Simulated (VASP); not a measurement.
Runs of VASP 6.6.1 on Sb. The structure is that of space group Im-3m (No. 229), or close to it. The cells are those of the table. 

```tsv
task	spin	cell	k mesh	cutoff (eV)	gap on the mesh (eV)	pressure (GPa)
single point	off	a = 3.147 Å, angles 109.5°, 1 atom	13 × 13 × 13	520	none	(a)
single point	off	a = 3.370 Å, angles 109.5°, 1 atom	13 × 13 × 13	520	none	-4.0
single point	off	a = 3.284 Å, angles 109.5°, 1 atom	12 × 12 × 12	500	none	-0.2
single point	non-collinear, zero start, SOC	a = 3.284 Å, angles 109.5°, 1 atom	12 × 12 × 12	500	-	0.0
relaxation of cell and atoms	off	relaxed from a = 3.281 Å, angles 109.5°, 1 atom	12 × 12 × 12	500	none	0.0
single point	off	a = 3.411 Å, angles 109.5°, 1 atom	13 × 13 × 13	520	none	-5.3
single point	off	a = 3.284 Å, angles 109.5°, 1 atom	13 × 13 × 13	520	none	-0.3
single point	off	a = 3.240 Å, angles 109.5°, 1 atom	13 × 13 × 13	520	none	2.3
single point	off	a = 3.194 Å, angles 109.5°, 1 atom	13 × 13 × 13	520	none	(b)
single point	off	a = 3.328 Å, angles 109.5°, 1 atom	13 × 13 × 13	520	none	-2.3
single point	off	a = 3.284 Å, angles 109.5°, 1 atom	19 × 19 × 19	520	none	-0.2
```

Alike in all rows: level PBE; potentials or basis VASP PAW PBE potentials, release 64 (Sb); smearing fermi-dirac 0.1 eV.

Fill in the values left out.

(a) 9.7; (b) 5.6.

Caveats: spin-orbit coupling is left out, which moves the levels of the heavy elements (some runs); the relaxation stopped at its first step, so nothing moved (some runs).

A k mesh can miss the band edges, and rows without SOC leave out spin-orbit coupling on Sb.

A gap of «none» marks levels without a gap at the run's occupations.
